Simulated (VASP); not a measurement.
Input of a VASP 6.6.1 run:

Contents of INCAR:

```
PREC = Accurate
ENCUT = 520
EDIFF = 1E-7
ISMEAR = 0
SIGMA = 0.05
LREAL = F
LASPH = T
NELM = 150
ALGO = Normal
ISIF = 2
LWAVE = F
LCHARG = F
ISPIN = 2
MAGMOM = 0 0 0 0 0 0 0 0 0 0 0 0 1
LORBIT = 11
LDIPOL = T
IDIPOL = 3
DIPOL = 0.5 0.5 0.299
GGA = PE
IVDW = 12
NBANDS = 40
```

File KPOINTS:

```
Automatic mesh
0
Gamma
  6 7 1
```

The input POSCAR:

```
HC12
1.0
    4.9311586502      0.0000000000      0.0000000000
    0.0000000000      4.0098697767      0.0000000000
    0.0000000000      0.0000000000     21.6014232414
C H
12 1
Direct
    0.2500000000      0.3776970832      0.1851729840
    0.7500000000      0.3776970832      0.1851729840
    0.0000000000      0.4720802753      0.2130426460
    0.5000000000      0.4720802753      0.2130426460
    0.0000000000      0.6609562027      0.2688143161
    0.5000000000      0.6609562027      0.2688143161
    0.2500000000      0.7503681903      0.2962457608
    0.7500000000      0.7503681903      0.2962457608
    0.2500000000      0.9412921293      0.3552728042
    0.7500000000      0.9412921293      0.3552728042
    0.0000000000      0.0234303656      0.3796705036
    0.5000000000      0.0234303656      0.3796705036
    0.0000000000      0.6900970322      0.4954036186
```

Potentials or basis: VASP PAW PBE potentials, release 64 (C, H).

Run with:

```sh
$ cat potpaw_PBE.64/C/POTCAR potpaw_PBE.64/H/POTCAR > POTCAR
$ mpirun -np 1 vasp_std > vasp.out
```

Problem. What does it give for the net moment?

Solution. 0.07 μB per cell.

Problem. Estimate the site moments.

Solution. C +0.00, -0.01, +0.01, -0.03, -0.46, -0.02 (each value once); H +0.37 μB.

Problem. What does it give for the dispersion energy per atom?

Solution. -0.102 eV.

Forces on the atoms (eV/Å):
```
C    0.177  0.927  1.582
C   -0.177  0.927  1.582
C    0.000 -1.873 -3.234
C    0.000 -1.459 -2.583
C    0.000  0.726  1.323
C    0.000  0.620  1.179
C   -0.041  0.126  0.139
C    0.041  0.126  0.139
C    0.441 -0.194 -0.414
C   -0.441 -0.194 -0.414
C    0.000 -0.241  0.059
C    0.000  0.431  0.793
H    0.000  0.077 -0.152
```
